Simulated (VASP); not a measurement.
AlN, 2 atoms in the cell. It takes space group Imm2 (No. 44, orthorhombic). The conventional cell has a = 3.090 Å, b = 3.090 Å, c = 4.370 Å, α = 90.00°, β = 90.00°, γ = 90.00°. Al (site symmetry mm2) has 4 N at 1.82 to 1.97 Å within 2.4 Å. N (site symmetry mm2) has 4 Al at 1.82 to 1.97 Å within 2.4 Å.  This cell differs from its parent crystal: all N atoms moved +0.125 Å, as atom 2 along Cartesian [1 0 0].

| Item | Value |
| --- | --- |
| Program | VASP 6.6.1 |
| Task | single point |
| Functional | r2SCAN |
| Potentials or basis | VASP PAW PBE potentials, release 64 (Al, N) |
| Cutoff | 520 eV |
| k mesh | 10 × 10 × 10 |
| Occupations | gaussian, width 0.05 eV |
| Spin | no spin polarisation |
| Dipole correction | no |
| Further INCAR settings | ALGO = Normal; EDIFF = 1e-06; NBANDS = 11 |

Potentials or basis: VASP PAW PBE potentials, release 64 (Al, N).

Launch:

```console
$ cat potpaw_PBE.64/Al/POTCAR potpaw_PBE.64/N/POTCAR > POTCAR
$ cp INCAR.step1 INCAR
$ mpirun -np 1 vasp_std > vasp.out
$ cp INCAR.step2 INCAR
$ mpirun -np 1 vasp_std > vasp.out
```

Hardware: 1 thread of Intel(R) Xeon(R) Platinum 8488C (Sapphire Rapids), with other jobs on the host.

Q: Estimate the wall time of this run.

A: It took 69 s on 1 thread of Intel(R) Xeon(R) Platinum 8488C (Sapphire Rapids), with other jobs on the host, peak memory 0.16 GiB. Counts: k points 171.
